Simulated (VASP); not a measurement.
**Mg2NCl: single point with PBEsol**

Crystal: Mg2NCl.

```xyz
4
Lattice="1.6466 0.9507 5.9380 -1.6466 0.9507 5.9380 0.0000 -1.9013 5.9380" Properties=species:S:1:pos:R:3 pbc="T T T"
Mg    0.0000    0.0000    3.9709
Mg    0.0000    0.0000   13.8430
N     0.0000    0.0000    8.9069
Cl    0.0000    0.0000    0.0000
```

```json
{
  "Program": "VASP 6.6.1",
  "Task": "single point",
  "Functional": "PBEsol",
  "Potentials or basis": "VASP PAW PBE potentials, release 64 (Mg_sv, N, Cl)",
  "Cutoff": "840 eV",
  "k mesh": "6 × 6 × 6",
  "Occupations": "gaussian, width 0.5 eV",
  "Spin": "no spin polarisation"
}
```

```yaml
Pressure: -0.4 GPa
Largest_force: 0.086 eV/Å
Band_gap_on_the_k_mesh: 2.37 eV
```

Forces on the atoms (eV/Å):
```
Mg   0.000  0.000  0.086
Mg   0.000  0.000 -0.086
N    0.000  0.000  0.000
Cl   0.000  0.000  0.000
```

Stress tensor (GPa, compression positive):
```
-0.50  0.00  0.00
 0.00 -0.50  0.00
 0.00  0.00 -0.16
```

Levels at points of the mesh, in eV from the valence-band top:
```csv
k point,band 14,band 15,band 16,band 17,band 18,band 19
"(0.00, 0.00, 0.00)",-0.98,0.00,0.00,2.37,5.33,8.62
"(0.50, 0.00, 0.00)",-3.14,-1.51,-0.80,4.40,5.85,6.27
"(0.50, 0.50, 0.00)",-3.02,-0.80,-0.73,3.23,3.98,5.33
"(0.50, 0.50, 0.50)",-2.29,-0.03,-0.03,4.70,4.94,7.13
```

Run time: 3.1 min on 1 thread of Intel(R) Xeon(R) Platinum 8259CL CPU @ 2.50GHz (Skylake/Cascade Lake), on a shared host, peak memory 0.51 GiB.

Caveat: so wide a smearing shifts energies and pressures; the PAW data sets were made with another functional, which shifts forces and pressure a little.
